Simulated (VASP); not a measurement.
Input of a VASP 6.6.1 run:

File INCAR:

```
SYSTEM = Mo
PREC = Accurate ; ENCUT = 520
EDIFF = 1E-6 ; ISMEAR = 0
SIGMA = 0.15 ; LREAL = .False.
LASPH = .True. ; NELM = 100
ALGO = Normal ; ISIF = 2
LWAVE = .False. ; LCHARG = .True.
LELF = .True. ; LVHAR = .True.
NBANDS = 13
```

The input KPOINTS:

```
regular mesh
0
Gamma
  18 18 18
  0 0 0
```

File POSCAR:

```
Mo
1.0
    2.7765430532      0.0000000000      0.0000000000
   -1.3882715266      2.4045568187      0.0000000000
    0.0000000000      0.0000000000      2.5168529895
Mo
1
Direct
    0.0000000000      0.0000000000      0.5000000000
```

Potentials or basis: VASP PAW LDA potentials, release 64 (Mo_sv).

Launch:

```sh
$ cat potpaw_LDA.64/Mo_sv/POTCAR > POTCAR
$ mpirun -np 1 vasp_std > vasp.out
```

(1) Predict the pressure.

(2) What does it give for the band gap on the k mesh?

Results:

(1) -10.1 GPa.

(2) zero (band 7 reaches 12.12 eV, above the bottom of band 8 at 10.25 eV).

Caveat: the cell differs from its parent crystal (strain +0.015 along x and y, -0.015 along z).
